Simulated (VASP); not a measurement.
# SiO2 (P2_13) in VASP: further runs, part 2 of 2

VASP 6.6.1. Earlier steps stand in the parts before.

## 3. Single point, PBE (14.68 Å³/atom)

This run uses another cell than the first one, of 14.68 Å³/atom.

The input, INCAR:

```
SYSTEM = SiO2
PREC     = Accurate       ! precision mode
ENCUT    = 520            ! plane-wave cutoff, eV
EDIFF    = 1E-6           ! SCF threshold, eV
ISMEAR   = -1             ! smearing method
SIGMA    = 0.02           ! smearing width, eV
LREAL    = Auto         
LASPH    = .TRUE.         ! aspherical terms in the spheres
NELM     = 100            ! most SCF steps
ALGO     = Normal         ! electronic algorithm
ISIF     = 2              ! what is computed and relaxed
LWAVE    = .FALSE.        ! write WAVECAR
LCHARG   = .FALSE.        ! write CHGCAR
GGA      = PE             ! functional
NBANDS   = 82             ! bands
```

The input, KPOINTS:

```
regular mesh
0
G
  4 4 4
  0 0 0
```

The input, POSCAR:

```
SiO2
1.0
    7.0632313809      0.0000000000      0.0000000000
    0.0000000000      7.0632313809      0.0000000000
    0.0000000000      0.0000000000      7.0632313809
Si O
8 16
Direct
    0.2868959221      0.2868959221      0.2868959221
    0.2131040779      0.7131040779      0.7868959221
    0.7868959221      0.2131040779      0.7131040779
    0.7131040779      0.7868959221      0.2131040779
    1.0233972195      1.0233972195      1.0233972195
    0.4766027805     -0.0233972195      0.5233972195
    0.5233972195      0.4766027805     -0.0233972195
   -0.0233972195      0.5233972195      0.4766027805
    0.1549679812      0.1549679812      0.1549679812
    0.3450320188      0.8450320188      0.6549679812
    0.6549679812      0.3450320188      0.8450320188
    0.8450320188      0.6549679812      0.3450320188
    0.6391161426      0.6683406916      0.0303538063
    0.8608838574      0.3316593084      0.5303538063
    0.1391161426      0.8316593084      0.9696461937
    0.3608838574      0.1683406916      0.4696461937
    0.0303538063      0.6391161426      0.6683406916
    0.5303538063      0.8608838574      0.3316593084
    0.9696461937      0.1391161426      0.8316593084
    0.4696461937      0.3608838574      0.1683406916
    0.6683406916      0.0303538063      0.6391161426
    0.3316593084      0.5303538063      0.8608838574
    0.8316593084      0.9696461937      0.1391161426
    0.1683406916      0.4696461937      0.3608838574
```

Potentials or basis: VASP PAW PBE potentials, release 64 (Si, O).

Run with:

```bash
> cat potpaw_PBE.64/Si/POTCAR potpaw_PBE.64/O/POTCAR > POTCAR
> mpirun -np 1 vasp_std > vasp.out
```

OUTCAR:

```text
SYSTEM = SiO2
   PREC = Accurate
   ENCUT = 520
   EDIFF = 1E-6
   ISMEAR = -1
   LREAL = Auto
   LASPH = .TRUE.
   NELM = 100
   ISIF = 2
   GGA = PE

 ion  position               nearest neighbor table
   1  0.287  0.287  0.287-   9 1.61  16 1.62  20 1.62  24 1.62   8 3.06   7 3.06   6 3.06
   2  0.213  0.713  0.787-  10 1.61  15 1.62  17 1.62  22 1.62   7 3.06   5 3.06   8 3.06
   3  0.787  0.213  0.713-  11 1.61  14 1.62  19 1.62  21 1.62   6 3.06   5 3.06   8 3.06
   4  0.713  0.787  0.213-  12 1.61  13 1.62  18 1.62  23 1.62   5 3.06   6 3.06   7 3.06
   5  0.023  0.023  0.023-   9 1.61  15 1.63  19 1.63  23 1.63   4 3.06   3 3.06   2 3.06
   6  0.477  0.977  0.523-  10 1.61  16 1.63  18 1.63  21 1.63   3 3.06   1 3.06   4 3.06
   7  0.523  0.477  0.977-  11 1.61  13 1.63  20 1.63  22 1.63   2 3.06   1 3.06   4 3.06
   8  0.977  0.523  0.477-  12 1.61  14 1.63  17 1.63  24 1.63   1 3.06   2 3.06   3 3.06
   9  0.155  0.155  0.155-   5 1.61   1 1.61
  10  0.345  0.845  0.655-   6 1.61   2 1.61
  11  0.655  0.345  0.845-   7 1.61   3 1.61
  12  0.845  0.655  0.345-   8 1.61   4 1.61
  13  0.639  0.668  0.030-   4 1.62   7 1.63
  14  0.861  0.332  0.530-   3 1.62   8 1.63
[... 8 lines left out ...]
  23  0.832  0.970  0.139-   4 1.62   5 1.63
[... 226 lines left out ...]
      1     -19.3880      2.00000
      2     -18.4939      2.00000
      3     -18.4939      2.00000
      4     -18.4939      2.00000
      5     -18.4713      2.00000
      6     -18.4713      2.00000
[... 858 lines left out ...]
     75       9.3119      0.00000
     76       9.3119      0.00000
 [bands above 76 left out]

------------------------ aborting loop because EDIFF is reached ----------------------------------------

  FORCE on cell =-STRESS in cart. coord.  units (eV):
  Direction    XX          YY          ZZ          XY          YZ          ZX
  --------------------------------------------------------------------------------------
  -------------------------------------------------------------------------------------
  Total        3.1794226      3.1794226      3.1794226     -0.0000000     -0.0000000     -0.0000000
  in kB       14.4560131     14.4560131     14.4560131     -0.0000000     -0.0000000     -0.0000000
  external PRESSURE =      14.4560131 kB  Pullay stress =       0.0000000 kB

 VOLUME and BASIS-vectors are now :
 -----------------------------------------------------------------------------
  energy-cutoff  :      520.00
  volume of cell :      352.38
      direct lattice vectors                 reciprocal lattice vectors
     7.063231381  0.000000000  0.000000000     0.141578259  0.000000000  0.000000000
     0.000000000  7.063231381  0.000000000     0.000000000  0.141578259  0.000000000
     0.000000000  0.000000000  7.063231381     0.000000000  0.000000000  0.141578259

 POSITION                                       TOTAL-FORCE (eV/Angst)
 -----------------------------------------------------------------------------------
      2.02641      2.02641      2.02641         0.013312      0.013312      0.013312
      1.50520      5.03682      5.55803        -0.013312     -0.013312      0.013312
      5.55803      1.50520      5.03682         0.013312     -0.013312     -0.013312
      5.03682      5.55803      1.50520        -0.013312      0.013312     -0.013312
      0.16526      0.16526      0.16526         0.016831      0.016831      0.016831
      3.36636      6.89797      3.69688        -0.016831     -0.016831      0.016831
[... 16 lines left out ...]
      5.87420      6.84884      0.98261         0.011718     -0.000366     -0.006539
      1.18903      3.31722      2.54901        -0.011718     -0.000366      0.006539
 -----------------------------------------------------------------------------------
    total drift:                                0.000000      0.000000     -0.000000

  FREE ENERGIE OF THE ION-ELECTRON SYSTEM (eV)
  ---------------------------------------------------
  free  energy   TOTEN  =      -189.7266976012 eV

  energy  without entropy=     -189.7266976012  energy(sigma->0) =     -189.72669760
```

OSZICAR:

```text
N       E                     dE             d eps       ncg     rms          rms(c)
DAV:   1     0.875994708495E+03    0.87599E+03   -0.65699E+04  1804   0.142E+03
DAV:   2    -0.140795354018E+03   -0.10168E+04   -0.98795E+03  2266   0.334E+02
DAV:   3    -0.214181102294E+03   -0.73386E+02   -0.73043E+02  2152   0.966E+01
DAV:   4    -0.215365237927E+03   -0.11841E+01   -0.11806E+01  2200   0.132E+01
DAV:   5    -0.215391881125E+03   -0.26643E-01   -0.26613E-01  2160   0.190E+00    0.410E+01
DAV:   6    -0.189674404964E+03    0.25717E+02   -0.10960E+02  2112   0.347E+01    0.190E+01
DAV:   7    -0.189713188867E+03   -0.38784E-01   -0.29854E+00  2288   0.533E+00    0.713E+00
DAV:   8    -0.189695171589E+03    0.18017E-01   -0.14519E-01  2144   0.176E+00    0.273E+00
DAV:   9    -0.189720797027E+03   -0.25625E-01   -0.76581E-02  2022   0.126E+00    0.548E-01
DAV:  10    -0.189726813807E+03   -0.60168E-02   -0.10501E-02  2016   0.367E-01    0.179E-01
DAV:  11    -0.189726645568E+03    0.16824E-03   -0.26574E-03  2182   0.197E-01    0.223E-02
DAV:  12    -0.189726685183E+03   -0.39615E-04   -0.13879E-04  2120   0.534E-02    0.238E-02
DAV:  13    -0.189726694834E+03   -0.96515E-05   -0.19435E-05  2158   0.193E-02    0.178E-02
DAV:  14    -0.189726697726E+03   -0.28919E-05   -0.10988E-05  1920   0.156E-02    0.628E-03
DAV:  15    -0.189726697601E+03    0.12504E-06   -0.22099E-06  1484   0.657E-03
   1 F= -.18972670E+03 E0= -.18972670E+03  d E =-.590739E-11
```

stdout:

```text
POSCAR found type information on POSCAR SiO
 POSCAR found :  2 types and      24 ions
 scaLAPACK will be used
 LDA part: xc-table for (Slater+PW92), standard interpolation
 POSCAR, INCAR and KPOINTS ok, starting setup
 FFT: planning ... GRIDC
 FFT: planning ... GRID_SOFT
 FFT: planning ... GRID
 WAVECAR not read
 entering main loop
```

Run time: 4.4 min. Hardware: 1 thread of Intel Xeon 6975P-C (Granite Rapids), shared host; peak memory 0.49 GiB.

What came out:

```
Free energy            : -189.7267 eV
Pressure               : 1.4 GPa
Largest force          : 0.029 eV/Å
Band gap on the k mesh : 5.77 eV (least direct gap 5.78 eV)
```

Forces on the atoms (eV/Å):
```
Si   0.013  0.013  0.013
Si  -0.013 -0.013  0.013
Si   0.013 -0.013 -0.013
Si  -0.013  0.013 -0.013
Si   0.017  0.017  0.017
Si  -0.017 -0.017  0.017
Si   0.017 -0.017 -0.017
Si  -0.017  0.017 -0.017
O    0.000  0.000  0.000
O    0.000  0.000  0.000
O    0.000  0.000  0.000
O    0.000  0.000  0.000
O   -0.007 -0.012  0.000
O    0.007  0.012  0.000
O   -0.007  0.012  0.000
O    0.007 -0.012  0.000
O    0.000 -0.007 -0.012
O    0.000  0.007  0.012
O    0.000 -0.007  0.012
O    0.000  0.007 -0.012
O   -0.012  0.000 -0.007
O    0.012  0.000  0.007
O    0.012  0.000 -0.007
O   -0.012  0.000  0.007
```

Levels at points of the mesh, in eV from the valence-band top:
| k point | band 61 | band 62 | band 63 | band 64 | band 65 | band 66 | band 67 | band 68 |
| --- | --- | --- | --- | --- | --- | --- | --- | --- |
| (0.00, 0.00, 0.00) | -0.32 | -0.01 | -0.01 | -0.01 | 5.77 | 8.86 | 8.86 | 8.86 |
| (0.50, 0.00, 0.00) | -0.21 | -0.21 | -0.18 | -0.18 | 6.96 | 6.96 | 8.95 | 8.95 |
| (0.50, 0.50, 0.00) | -0.22 | -0.22 | -0.09 | -0.09 | 7.81 | 7.81 | 7.81 | 7.81 |
| (0.50, 0.50, 0.50) | 0.00 | 0.00 | 0.00 | 0.00 | 8.03 | 8.03 | 8.03 | 8.03 |

A k mesh can miss the band edges.

## 4. Single point, PBE (14.99 Å³/atom)

This run uses another cell than the first one, of 14.99 Å³/atom.

The input, INCAR:

```
SYSTEM = SiO2
  ALGO = Normal
  EDIFF = 1E-6
  ENCUT = 520
  GGA = PE
  ISIF = 2
  ISMEAR = -1
  LASPH = .True.
  LCHARG = .True.
  LELF = .True.
  LREAL = Auto
  LVHAR = .True.
  LWAVE = .False.
  NBANDS = 82
  NELM = 80
  PREC = Accurate
  SIGMA = 0.02
```

The input, KPOINTS:

```
k-points
0
Gamma
  4 4 4
  0 0 0
```

The input, POSCAR:

```
SiO2
1.0
    7.1119448608      0.0000000000      0.0000000000
    0.0000000000      7.1119448608      0.0000000000
    0.0000000000      0.0000000000      7.1119448608
Si O
8 16
Direct
    0.2840356923      0.2840356923      0.2840356923
    0.2159643077      0.7159643077      0.7840356923
    0.7840356923      0.2159643077      0.7159643077
    0.7159643077      0.7840356923      0.2159643077
    1.0220797363      1.0220797363      1.0220797363
    0.4779202637     -0.0220797363      0.5220797363
    0.5220797363      0.4779202637     -0.0220797363
   -0.0220797363      0.5220797363      0.4779202637
    0.1528937995      0.1528937995      0.1528937995
    0.3471062005      0.8471062005      0.6528937995
    0.6528937995      0.3471062005      0.8471062005
    0.8471062005      0.6528937995      0.3471062005
    0.6395354668      0.6651848909      0.0364598769
    0.8604645332      0.3348151091      0.5364598769
    0.1395354668      0.8348151091      0.9635401231
    0.3604645332      0.1651848909      0.4635401231
    0.0364598769      0.6395354668      0.6651848909
    0.5364598769      0.8604645332      0.3348151091
    0.9635401231      0.1395354668      0.8348151091
    0.4635401231      0.3604645332      0.1651848909
    0.6651848909      0.0364598769      0.6395354668
    0.3348151091      0.5364598769      0.8604645332
    0.8348151091      0.9635401231      0.1395354668
    0.1651848909      0.4635401231      0.3604645332
```

Run with:

```bash
> cat potpaw_PBE.64/Si/POTCAR potpaw_PBE.64/O/POTCAR > POTCAR
> mpirun -np 1 vasp_std > vasp.out
```

It took 3.6 min on 1 thread of Intel Xeon 6975P-C (Granite Rapids), shared host; peak memory 0.5 GiB.

It converged, with:

```
Free energy            : -189.7883 eV
Pressure               : 1.0 GPa
Largest force          : 0.036 eV/Å
Band gap on the k mesh : 5.72 eV (least direct gap 5.73 eV)
```

Forces in eV/Å, atoms in the order of the input:
```
Si  -0.011 -0.011 -0.011
Si   0.011  0.011 -0.011
Si  -0.011  0.011  0.011
Si   0.011 -0.011  0.011
Si   0.021  0.021  0.021
Si  -0.021 -0.021  0.021
Si   0.021 -0.021 -0.021
Si  -0.021  0.021 -0.021
O    0.008  0.008  0.008
O   -0.008 -0.008  0.008
O    0.008 -0.008 -0.008
O   -0.008  0.008 -0.008
O   -0.005 -0.005 -0.003
O    0.005  0.005 -0.003
O   -0.005  0.005  0.003
O    0.005 -0.005  0.003
O   -0.003 -0.005 -0.005
O   -0.003  0.005  0.005
O    0.003 -0.005  0.005
O    0.003  0.005 -0.005
O   -0.005 -0.003 -0.005
O    0.005 -0.003  0.005
O    0.005  0.003 -0.005
O   -0.005  0.003  0.005
```

Levels at points of the mesh, in eV from the valence-band top:
```csv
k point,band 62,band 63,band 64,band 65,band 66,band 67
"(0.00, 0.00, 0.00)",-0.01,-0.01,-0.01,5.72,8.79,8.79
"(0.50, 0.00, 0.00)",-0.22,-0.20,-0.20,6.90,6.90,8.92
"(0.50, 0.50, 0.00)",-0.22,-0.10,-0.10,7.73,7.73,7.74
"(0.50, 0.50, 0.50)",0.00,0.00,0.00,7.96,7.96,7.96
```

## 5. The runs side by side

| cell | gap on the mesh (eV) | pressure (GPa) | largest force (eV/Å) |
| --- | --- | --- | --- |
| a = 7.014 Å, 24 atoms, atomic positions A | 5.81 | 1.9 | 0.04 |
| a = 7.063 Å, 24 atoms, atomic positions B | 5.77 | 1.4 | 0.03 |
| a = 7.112 Å, 24 atoms, atomic positions C | 5.72 | 1.0 | 0.04 |

Alike in all rows: task single point; level PBE; potentials or basis VASP PAW PBE potentials, release 64 (Si, O); no spin polarisation; k mesh 4 × 4 × 4; cutoff (eV) 520; smearing fermi-dirac 0.02 eV.

Absolute energies hang on the potentials; compare differences alone.
